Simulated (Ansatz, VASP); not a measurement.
## One calculation of MgO, two programs

```
Mg O
1.0
     0.00000    2.10746    2.10746
     2.10746    0.00000    2.10746
     2.10746    2.10746    0.00000
Mg O
1 1
Direct
  0.00000 0.00000 0.00000
  0.50000 0.50000 0.50000
```

Alike in both runs: task single point; functional PBEsol; k mesh 6 × 6 × 6; occupations gaussian, width 0.02 eV; no spin polarisation.

```csv
,VASP,Ansatz
version,VASP 6.6.1,Ansatz 0.2.0
potentials or method,"VASP PAW PBE potentials, release 64 (Mg, O), cutoff 600 eV","scalar-relativistic, plane waves, PAW"
valence electrons in the cell,8,16
```

|  | VASP | Ansatz | Ansatz less VASP |
| --- | --- | --- | --- |
| gap on the k mesh at the Fermi level (eV) | 4.62 | 4.62 | +0.005 |
| least direct gap on the mesh (eV) | 4.62 | 4.62 | +0.005 |
| pressure (GPa) | -0.8 | 0.0 | +0.80 |

VASP's potentials were made for PBE, not for PBEsol, and Ansatz warns of the same on its side. VASP's potentials hold 8 valence electrons a cell and Ansatz's 16, so a difference there can come from the potentials and not from the codes.

The k mesh is coarse, so the values compare programs but aren't converged.
